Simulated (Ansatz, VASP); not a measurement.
**Two plane-wave programs on CsSnI3**

File INCAR:

```
PREC = Accurate
ENCUT = 520
EDIFF = 1E-6
ISMEAR = 0
SIGMA = 0.02
LREAL = F
LASPH = T
NELM = 100
ALGO = Normal
ISIF = 2
LWAVE = F
LCHARG = F
GGA = PE
NBANDS = 30
```

File KPOINTS:

```
regular mesh
0
Gamma
  6 6 6
```

File POSCAR:

```
CsSnI3
1.0
    6.3453827702      0.0000000000      0.0000000000
    0.0000000000      6.3453827702      0.0000000000
    0.0000000000      0.0000000000      6.3453827702
Cs Sn I
1 1 3
Direct
    0.0000000000      0.0000000000      0.0000000000
    0.5000000000      0.5000000000      0.5000000000
    0.0000000000      0.5000000000      0.5000000000
    0.5000000000      0.0000000000      0.5000000000
    0.5000000000      0.5000000000      0.0000000000
```

Input for Ansatz:

```yaml
crystal:
  lattice:
    - [6.3453827702, 0.0, 0.0]
    - [0.0, 6.3453827702, 0.0]
    - [0.0, 0.0, 6.3453827702]
  atoms:
    - { symbol: Cs, position: [0.0, 0.0, 0.0] }
    - { symbol: Sn, position: [0.5, 0.5, 0.5] }
    - { symbol: I, position: [0.0, 0.5, 0.5] }
    - { symbol: I, position: [0.5, 0.0, 0.5] }
    - { symbol: I, position: [0.5, 0.5, 0.0] }
basis:
  ecutwfc: 420
kpoints:
  mp_grid: { grid: [6, 6, 6] }
hamiltonian:
  xc: pbe
scf:
  occupations: { method: gaussian, width: 0.02 }
output:
  forces: true
  stress: true
  eigenvalues: true
```

Alike in both runs: task single point; functional PBE; k mesh 6 × 6 × 6; occupations gaussian, width 0.02 eV; no spin polarisation.

```csv
,VASP,Ansatz
version,VASP 6.6.1,Ansatz 0.2.0
potentials or method,"VASP PAW PBE potentials, release 64 (Cs_sv, Sn_d, I), cutoff 520 eV","scalar-relativistic, plane waves, PAW"
valence electrons in the cell,44,74
```

```tsv
	VASP	Ansatz	Ansatz less VASP
gap on the k mesh at the Fermi level (eV)	0.59	0.59	+0.005
least direct gap on the mesh (eV)	0.59	0.59	+0.005
pressure (GPa)	-0.4	-0.4	0.00
```

VASP's potentials hold 44 valence electrons a cell and Ansatz's 74, so a difference there can come from the potentials and not from the codes.

Neither program's run includes spin-orbit coupling.
